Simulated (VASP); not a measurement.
A run of VASP 6.6.1 is set up as follows.

INCAR

```
PREC = Accurate
ENCUT = 520
EDIFF = 1E-7
ISMEAR = 1
SIGMA = 0.05
LREAL = False
LASPH = True
NELM = 150
ALGO = Normal
ISIF = 2
LWAVE = False
LCHARG = True
MAGMOM = 0 0 0 0 0 0
LORBIT = 11
LSORBIT = True
GGA_COMPAT = False
LORBMOM = True
GGA = RP
IVDW = 12
LVHAR = True
NBANDS = 20
```

The input KPOINTS:

```
regular mesh
0
Gamma
  7 7 7
```

File POSCAR:

```
MgS
1.0
   -0.0049070000      2.6040230000      2.6120430000
    2.6086190000     -0.0351620000      2.6422980000
    2.5507320000      2.5763910000      0.0227250000
S Mg
1 1
Direct
    0.5000000000      0.5000000000      0.5000000000
    0.0000000000      0.0000000000      0.0000000000
```

Potentials or basis: VASP PAW PBE potentials, release 64 (S, Mg).

Run with:

```console
$ cat potpaw_PBE.64/S/POTCAR potpaw_PBE.64/Mg/POTCAR > POTCAR
$ mpirun -np 1 vasp_ncl > vasp.out
```

Problem. Predict the dispersion energy per atom.

Solution. -1.424 eV.

Problem. Estimate the net moment.

Solution. 0.00 μB per cell.

Moments on the atoms (μB; x, y, z):
```
S   0.00 0.00 0.00
Mg  0.00 0.00 0.00
```

Caveat: three body term missing; the cell stands under tension.
